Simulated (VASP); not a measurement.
# SnH7 (F-43m) in VASP: a series of runs

Runs on SnH7. Level: PBE. Tasks: single point, relaxation of cell and atoms.

All numbers are computed with VASP 6.6.1; they aren't measurements. Logs are shortened: lines on timing, memory, paths and dates and some standing lists are left out, and cuts for length are marked.

## Step 1: The cell of the first run

The structure is cubic, space group F-43m (No. 216). The conventional cell has a = 6.453 Å, b = 6.453 Å, c = 6.453 Å, α = 90.00°, β = 90.00°, γ = 90.00°. Within 3.1 Å of Sn (site symmetry -43m) lie 12 H at 2.38 Å. Within 1.8 Å of H (site symmetry 2mm) lie 4 H at 1.33 Å. H (site symmetry -43m) has 12 H at 2.38 Å within 3.1 Å.

The cell was generated, and may not be a known phase.

## Step 2: Single point, PBE

The input, INCAR:

```
ALGO = Normal
EDIFF = 1E-7
ENCUT = 520
GGA = PE
ISIF = 2
ISMEAR = 0
LASPH = T
LCHARG = F
LREAL = F
LWAVE = F
NBANDS = 20
NELM = 100
PREC = Accurate
SIGMA = 0.1
```

The input, KPOINTS:

```
k-points
0
Gamma
  4 4 4
```

The input, POSCAR:

```
SnH7
1.0
    0.0000000000      3.2264597007      3.2264597007
    3.2264597007      0.0000000000      3.2264597007
    3.2264597007      3.2264597007      0.0000000000
Sn H
1 7
Direct
    0.2500000000      0.2500000000      0.2500000000
    0.6454409115      0.3545590885      0.3545590885
    0.3545590885      0.6454409115      0.6454409115
    0.3545590885      0.6454409115      0.3545590885
    0.6454409115      0.3545590885      0.6454409115
    0.3545590885      0.3545590885      0.6454409115
    0.6454409115      0.6454409115      0.3545590885
    0.7500000000      0.7500000000      0.7500000000
```

Potentials or basis: VASP PAW PBE potentials, release 64 (Sn_d, H).

The run is started by

```bash
$ cat potpaw_PBE.64/Sn_d/POTCAR potpaw_PBE.64/H/POTCAR > POTCAR
$ mpirun -np 1 vasp_std > vasp.out
```

OUTCAR:

```text
EDIFF = 1E-7
   ENCUT = 520
   GGA = PE
   ISIF = 2
   ISMEAR = 0
   LASPH = T
   LREAL = F
   NELM = 100
   PREC = Accurate

 ion  position               nearest neighbor table
   1  0.250  0.250  0.250-
   2  0.645  0.355  0.355-
   3  0.355  0.645  0.645-
   4  0.355  0.645  0.355-
   5  0.645  0.355  0.645-
   6  0.355  0.355  0.645-
   7  0.645  0.645  0.355-
   8  0.750  0.750  0.750-

  LATTYP: Found a face centered cubic cell.
 ALAT       =     6.4529194014

  Lattice vectors:

 A1 = (   0.0000000000,   3.2264597007,   3.2264597007)
 A2 = (   3.2264597007,   0.0000000000,   3.2264597007)
 A3 = (   3.2264597007,   3.2264597007,   0.0000000000)

Analysis of symmetry for initial positions (statically):
=====================================================================
 Subroutine PRICEL returns:
 Original cell was already a primitive cell.

 Routine SETGRP: Setting up the symmetry group for a
 face centered cubic supercell.

 Subroutine GETGRP returns: Found 24 space group operations
 (whereof 24 operations were pure point group operations)
 out of a pool of 48 trial point group operations.

The static configuration has the point symmetry T_d .

Analysis of symmetry for dynamics (positions and initial velocities):
=====================================================================
 Subroutine PRICEL returns:
 Original cell was already a primitive cell.

 Routine SETGRP: Setting up the symmetry group for a
 face centered cubic supercell.

 Subroutine GETGRP returns: Found 24 space group operations
 (whereof 24 operations were pure point group operations)
 out of a pool of 48 trial point group operations.

The dynamic configuration has the point symmetry T_d .

 Subroutine INISYM returns: Found 24 space group operations
 (whereof 24 operations are pure point group operations),
 and found     1 'primitive' translations

----------------------------------------------------------------------------------------

                                     Primitive cell

  volume of cell :      67.1752

  direct lattice vectors                    reciprocal lattice vectors
     0.000000000  3.226459701  3.226459701    -0.154968618  0.154968618  0.154968618
     3.226459701  0.000000000  3.226459701     0.154968618 -0.154968618  0.154968618
     3.226459701  3.226459701  0.000000000     0.154968618  0.154968618 -0.154968618

  length of vectors
     4.562903067  4.562903067  4.562903067     0.268413519  0.268413519  0.268413519

  position of ions in fractional coordinates (direct lattice)
     0.250000000  0.250000000  0.250000000
     0.645440912  0.354559088  0.354559088
     0.354559088  0.645440912  0.645440912
     0.354559088  0.645440912  0.354559088
     0.645440912  0.354559088  0.645440912
     0.354559088  0.354559088  0.645440912
     0.645440912  0.645440912  0.354559088
     0.750000000  0.750000000  0.750000000

  ion indices of the primitive-cell ions
   primitive index   ion index
                 1           1
                 2           2
                 3           3
                 4           4
                 5           5
                 6           6
                 7           7
                 8           8

----------------------------------------------------------------------------------------

 KPOINTS: k-points

Automatic generation of k-mesh.
 Grid dimensions read from file:
 generate k-points for:    4    4    4

 Generating k-lattice:

  Cartesian coordinates                     Fractional coordinates (reciprocal lattice)
    -0.038742154  0.038742154  0.038742154     0.250000000  0.000000000  0.000000000
     0.038742154 -0.038742154  0.038742154     0.000000000  0.250000000  0.000000000
     0.038742154  0.038742154 -0.038742154     0.000000000  0.000000000  0.250000000

  Length of vectors
     0.067103380  0.067103380  0.067103380

  Shift w.r.t. Gamma in fractional coordinates (k-lattice)
     0.000000000  0.000000000  0.000000000

 Subroutine IBZKPT returns following result:
 ===========================================

 Found      8 irreducible k-points:

 Following reciprocal coordinates:
            Coordinates               Weight
  0.000000  0.000000  0.000000      1.000000
  0.250000  0.000000  0.000000      8.000000
  0.500000  0.000000  0.000000      4.000000
  0.250000  0.250000  0.000000      6.000000
  0.500000  0.250000  0.000000     24.000000
 -0.250000  0.250000  0.000000     12.000000
  0.500000  0.500000  0.000000      3.000000
 -0.250000  0.500000  0.250000      6.000000
   k-points           NKPTS =      8   k-points in BZ     NKDIM =      8   number of bands    NBANDS=     20
   number of dos      NEDOS =    301   number of ions     NIONS =      8
   total plane-waves  NPLWV =  46656
   dimension x,y,z NGX =    36 NGY =   36 NGZ =   36
   dimension x,y,z NGXF=    72 NGYF=   72 NGZF=   72
   ions per type =               1   7
   NGX,Y,Z   is equivalent  to a cutoff of  13.12, 13.12, 13.12 a.u.
   NGXF,Y,Z  is equivalent  to a cutoff of  26.23, 26.23, 26.23 a.u.
 SYSTEM =  unknown system
   PREC   = accura    normal or accurate (medium, high low for compatibility)
   ISTART =      0    job   : 0-new  1-cont  2-samecut
   ICHARG =      2    charge: 1-file 2-atom 10-const
   ISPIN  =      1    spin polarized calculation?
   LNONCOLLINEAR =      F non collinear calculations
   LSORBIT =      F    spin-orbit coupling
   LASPH  =      T    aspherical Exc in radial PAW
   ENCUT  =  520.0 eV  38.22 Ry    6.18 a.u.   8.48  8.48  8.48*2*pi/ulx,y,z
   NELM   =    100;   NELMIN=  2; NELMDL= -5     # of ELM steps
   EDIFF  = 0.1E-06   stopping-criterion for ELM
   LREAL  =      F    real-space projection
   EDIFFG = 0.1E-05   stopping-criterion for IOM
   NSW    =      0    number of steps for IOM
   IBRION =     -1    ionic relax: 0-MD 1-quasi-New 2-CG
   NFREE  =      0    steps in history (QN), initial steepest desc. (CG)
   ISIF   =      2    stress and relaxation
   ISYM   =      2    0-nonsym 1-usesym 2-fastsym
   POTIM  = 0.5000    time-step for ionic-motion
   TEBEG  =    0.0;   TEEND  =   0.0 temperature during run
   PSTRESS=    0.0 pullay stress
   NELECT =      21.0000    total number of electrons
   NUPDOWN=      -1.0000    fix difference up-down
   EMIN   =  10.00;   EMAX   =-10.00  energy-range for DOS
   EFERMI =   0.00;   METHOD = LEGACY
   ISMEAR =     0;   SIGMA  =   0.10  broadening in eV -4-tet -1-fermi 0-gaus
   EFERMI_NEDOS =   21; number of points for ismear=-14 and -15
   IALGO  =     38    algorithm
   IMIX   =      4    mixing-type and parameters
     AMIX     =   0.40;   BMIX     =  1.00
     AMIX_MAG =   1.60;   BMIX_MAG =  1.00
  volume/ion in A,a.u.               =       8.40        56.67
  Fermi-wavevector in a.u.,A,eV,Ry     =   1.111079  2.099635 16.796351  1.234497
  Thomas-Fermi vector in A             =   2.247638
   LORBIT       =      0    0 simple, 1 ext, 2 COOP (PROOUT), +10 PAW based schemes
   GGA     = PE    functional components
   LHFCALC =     F    Hartree Fock is set to
   AEXX    =    0.0000 exact exchange contribution
   IVDW    =     0    specifies the selected vdW correction
   LEPSILON=     F    determine dielectric tensor
   LRPA    =     F    only Hartree local field effects (RPA)
 non-spin polarized calculation
 Gauss-broadening in eV      SIGMA  =   0.10
  energy-cutoff  :      520.00
  volume of cell :       67.18
 maximum number of plane-waves:      1820
 NGX is ok and might be reduce to    36
   NGX = 17   NGY = 17   NGZ = 17

 number of electron      21.0000004 magnetization

 Free energy of the ion-electron system (eV)
  ---------------------------------------------------
  ext. energy  EPLUGINS =         0.00000000
  ---------------------------------------------------
  free energy    TOTEN  =       -18.67467276 eV

  energy without entropy =      -18.66684995  energy(sigma->0) =      -18.67076136

 E-fermi :   2.9470     XC(G=0):  -8.9552

 val. band max:        2.8528187674   @ k =  -0.2500   0.5000   0.2500
 cond. band min:       2.9582499551   @ k =  -0.2500   0.5000   0.2500
 fundamental gap:      0.1054311878
 Fermi energy:         2.9469555152

 k-point     1 :       0.0000    0.0000    0.0000
  band No.  band energies     occupation
      1     -18.9717      2.00000
      2     -18.9717      2.00000
      3     -18.9717      2.00000
      4     -18.9488      2.00000
      5     -18.9488      2.00000
      6     -10.2776      2.00000
[... 12 lines left out ...]
     19      11.1605      0.00000
     20      11.1605      0.00000

 k-point     2 :       0.2500    0.0000    0.0000
  band No.  band energies     occupation
      1     -18.9729      2.00000
      2     -18.9685      2.00000
      3     -18.9685      2.00000
      4     -18.9481      2.00000
      5     -18.9481      2.00000
      6      -9.9057      2.00000
[... 12 lines left out ...]
     19      12.7906      0.00000
     20      14.6125      0.00000

 k-point     3 :       0.5000    0.0000    0.0000
  band No.  band energies     occupation
      1     -18.9742      2.00000
      2     -18.9661      2.00000
      3     -18.9661      2.00000
      4     -18.9465      2.00000
      5     -18.9465      2.00000
      6      -9.4122      2.00000
[... 12 lines left out ...]
     19      11.9581      0.00000
     20      16.2022      0.00000

 k-point     4 :       0.2500    0.2500    0.0000
  band No.  band energies     occupation
      1     -18.9775      2.00000
      2     -18.9648      2.00000
      3     -18.9648      2.00000
      4     -18.9504      2.00000
      5     -18.9462      2.00000
      6      -9.7763      2.00000
[... 12 lines left out ...]
     19      12.6187      0.00000
     20      14.6575      0.00000

 k-point     5 :       0.5000    0.2500    0.0000
  band No.  band energies     occupation
      1     -18.9777      2.00000
      2     -18.9627      2.00000
      3     -18.9617      2.00000
      4     -18.9496      2.00000
      5     -18.9454      2.00000
      6      -9.2625      2.00000
[... 12 lines left out ...]
     19      13.7703      0.00000
     20      14.7732      0.00000

 k-point     6 :      -0.2500    0.2500    0.0000
  band No.  band energies     occupation
      1     -18.9745      2.00000
      2     -18.9651      2.00000
      3     -18.9646      2.00000
      4     -18.9479      2.00000
      5     -18.9471      2.00000
      6      -9.4424      2.00000
[... 12 lines left out ...]
     19      13.4334      0.00000
     20      14.4294      0.00000

 k-point     7 :       0.5000    0.5000    0.0000
  band No.  band energies     occupation
      1     -18.9832      2.00000
      2     -18.9579      2.00000
      3     -18.9579      2.00000
      4     -18.9522      2.00000
      5     -18.9436      2.00000
      6      -9.0768      2.00000
[... 12 lines left out ...]
     19      13.6246      0.00000
     20      14.1653      0.00000

 k-point     8 :      -0.2500    0.5000    0.2500
  band No.  band energies     occupation
      1     -18.9773      2.00000
      2     -18.9639      2.00000
      3     -18.9581      2.00000
      4     -18.9498      2.00000
      5     -18.9457      2.00000
      6      -9.0653      2.00000
[... 12 lines left out ...]
     19      13.4460      0.00000
     20      14.8700      0.00000

------------------------ aborting loop because EDIFF is reached ----------------------------------------

  FORCE on cell =-STRESS in cart. coord.  units (eV):
  Direction    XX          YY          ZZ          XY          YZ          ZX
  --------------------------------------------------------------------------------------
  -------------------------------------------------------------------------------------
  Total       -0.1897689     -0.1897689     -0.1897689      0.0000000      0.0000000      0.0000000
  in kB       -4.5261290     -4.5261290     -4.5261290      0.0000000      0.0000000      0.0000000
  external PRESSURE =      -4.5261290 kB  Pullay stress =       0.0000000 kB

 VOLUME and BASIS-vectors are now :
 -----------------------------------------------------------------------------
  energy-cutoff  :      520.00
  volume of cell :       67.18
      direct lattice vectors                 reciprocal lattice vectors
     0.000000000  3.226459701  3.226459701    -0.154968618  0.154968618  0.154968618
     3.226459701  0.000000000  3.226459701     0.154968618 -0.154968618  0.154968618
     3.226459701  3.226459701  0.000000000     0.154968618  0.154968618 -0.154968618

 POSITION                                       TOTAL-FORCE (eV/Angst)
 -----------------------------------------------------------------------------------
      1.61323      1.61323      1.61323        -0.000000      0.000000     -0.000000
      2.28794      3.22646      3.22646        -0.009523      0.000000      0.000000
      4.16498      3.22646      3.22646         0.009523      0.000000      0.000000
      3.22646      2.28794      3.22646         0.000000     -0.009523      0.000000
      3.22646      4.16498      3.22646         0.000000      0.009523      0.000000
      3.22646      3.22646      2.28794         0.000000      0.000000     -0.009523
      3.22646      3.22646      4.16498         0.000000      0.000000      0.009523
      4.83969      4.83969      4.83969         0.000000      0.000000      0.000000
 -----------------------------------------------------------------------------------
    total drift:                               -0.000000     -0.000000     -0.000000

  FREE ENERGIE OF THE ION-ELECTRON SYSTEM (eV)
  ---------------------------------------------------
  free  energy   TOTEN  =       -18.6746727605 eV

  energy  without entropy=      -18.6668499547  energy(sigma->0) =      -18.67076136
```

It took 28 s on 1 thread of Intel Xeon 8259CL, shared host; peak memory 0.2 GiB.

What came out:

```yaml
Free_energy: -18.6747 eV
Pressure: -0.5 GPa
Largest_force: 0.010 eV/Å
Band_gap_on_the_k_mesh: zero (an odd number of electrons rules out a gap without spin polarisation)
```

Forces in eV/Å, atoms in the order of the input:
```
Sn   0.000  0.000  0.000
H   -0.010  0.000  0.000
H    0.010  0.000  0.000
H    0.000 -0.010  0.000
H    0.000  0.010  0.000
H    0.000  0.000 -0.010
H    0.000  0.000  0.010
H    0.000  0.000  0.000
```

Levels at points of the mesh, in eV from the Fermi level:
| k point | band 7 | band 8 | band 9 | band 10 | band 11 | band 12 | band 13 | band 14 | band 15 | band 16 |
| --- | --- | --- | --- | --- | --- | --- | --- | --- | --- | --- |
| (0.00, 0.00, 0.00) | -4.59 | -2.72 | -2.72 | -2.72 | -0.46 | 1.32 | 1.32 | 1.32 | 3.84 | 3.84 |
| (0.50, 0.00, 0.00) | -7.75 | -3.31 | -3.31 | -3.23 | 0.82 | 1.28 | 1.28 | 4.57 | 5.69 | 5.69 |
| (0.50, 0.50, 0.00) | -7.99 | -4.29 | -4.29 | -2.52 | -1.17 | 1.79 | 4.69 | 5.18 | 5.18 | 6.68 |

Caveat: the k points lie up to 0.42 Å⁻¹ apart, too coarse for converged energies and pressures of a metal; spin-orbit coupling is left out, which moves the levels of the heavy elements.

## Step 3: Relaxation of cell and atoms, PBE

This run uses another cell than the first one, of 10.61 Å³/atom.

The input, INCAR:

```
SYSTEM = SnH7
PREC = Accurate ; ENCUT = 600
EDIFF = 1E-6 ; ISMEAR = 0
SIGMA = 0.1 ; LREAL = .False.
LASPH = .True. ; NELM = 80
ALGO = Normal ; ISIF = 3
LWAVE = .False. ; LCHARG = .False.
GGA = PE ; IBRION = 2
NSW = 90 ; EDIFFG = -0.04
```

The input, KPOINTS:

```
regular mesh
0
Gamma
  4 4 4
  0 0 0
```

The input, POSCAR:

```
SnH7
1.0
    0.0000000000      3.4877449700      3.4877449700
    3.4877449700      0.0000000000      3.4877449700
    3.4877449700      3.4877449700      0.0000000000
Sn H
1 7
Direct
    0.2500000000      0.2500000000      0.2500000000
    0.6088217900      0.3911782100      0.3911782100
    0.3911782100      0.6088217900      0.6088217900
    0.3911782100      0.6088217900      0.3911782100
    0.6088217900      0.3911782100      0.6088217900
    0.3911782100      0.3911782100      0.6088217900
    0.6088217900      0.6088217900      0.3911782100
    0.7500000000      0.7500000000      0.7500000000
```

Potentials or basis: VASP PAW PBE potentials, release 64 (Sn_d, H).

The run is started by

```bash
$ cat potpaw_PBE.64/Sn_d/POTCAR potpaw_PBE.64/H/POTCAR > POTCAR
$ mpirun -np 1 vasp_std > vasp.out
```

It took 3.9 min on 1 thread of Intel Xeon 8259CL, shared host; peak memory 0.25 GiB.

It converged, with:

```yaml
Free_energy: -18.6816 eV
Relaxed_volume: 8.28 Å³/atom
Relaxed_cell: a = 4.542 Å, b = 4.542 Å, c = 4.542 Å, α = 60.00°, β = 60.00°, γ = 60.00°
Space_group_after_relaxing_to_0.1_Å: F-43m (No. 216)
Energy_gained_by_relaxing: 281.0 meV/atom
Ionic_steps: 10
Pressure_after_relaxing: 0.0 GPa
Largest_force_after_relaxing: 0.028 eV/Å
Band_gap_on_the_k_mesh: zero (an odd number of electrons rules out a gap without spin polarisation)
```

Forces in eV/Å, atoms in the order of the input:
```
Sn   0.000  0.000  0.000
H    0.028  0.000  0.000
H   -0.028  0.000  0.000
H    0.000  0.028  0.000
H    0.000 -0.028  0.000
H    0.000  0.000  0.028
H    0.000  0.000 -0.028
H    0.000  0.000  0.000
```

The path:
```csv
step,energy change (eV),largest force (eV/Å),pressure (GPa),volume (Å³)
1,0.0000,4.1071,4.98,84.85
2,-1.7745,0.1615,-5.94,88.97
3,-1.7966,0.1462,-4.99,88.38
4,-1.7969,0.1050,-5.14,88.45
5,-1.9321,0.1195,-4.50,84.23
6,-2.1666,0.1630,-2.27,74.49
7,-2.0525,0.3455,8.05,57.33
8,-2.2293,0.2448,0.17,68.20
9,-2.2315,0.2566,0.80,66.79
10,-2.2479,0.0280,0.01,66.27
```

Final structure:
```
CELL_PARAMETERS angstrom
0.00000 3.21197 3.21197
3.21197 0.00000 3.21197
3.21197 3.21197 0.00000
ATOMIC_POSITIONS crystal
Sn 0.25000 0.25000 0.25000
H 0.64648 0.35352 0.35352
H 0.35352 0.64648 0.64648
H 0.35352 0.64648 0.35352
H 0.64648 0.35352 0.64648
H 0.35352 0.35352 0.64648
H 0.64648 0.64648 0.35352
H 0.75000 0.75000 0.75000
```

Levels at points of the mesh, in eV from the Fermi level:
| k point | band 9 | band 10 | band 11 | band 12 | band 13 | band 14 |
| --- | --- | --- | --- | --- | --- | --- |
| (0.00, 0.00, 0.00) | -2.77 | -2.77 | -0.47 | 1.29 | 1.29 | 1.29 |
| (0.50, 0.00, 0.00) | -3.38 | -3.25 | 0.82 | 1.22 | 1.22 | 4.62 |
| (0.50, 0.50, 0.00) | -4.38 | -2.56 | -1.25 | 1.82 | 4.60 | 5.23 |

Caveat: the k points lie up to 0.42 Å⁻¹ apart in the final cell, too coarse for converged energies and pressures of a metal; the volume moved by over 15 % at a fixed basis, so the end points are rough; spin-orbit coupling is left out, which moves the levels of the heavy elements.

The gap in the log of VASP goes by the Fermi energy; the results here count the filled bands.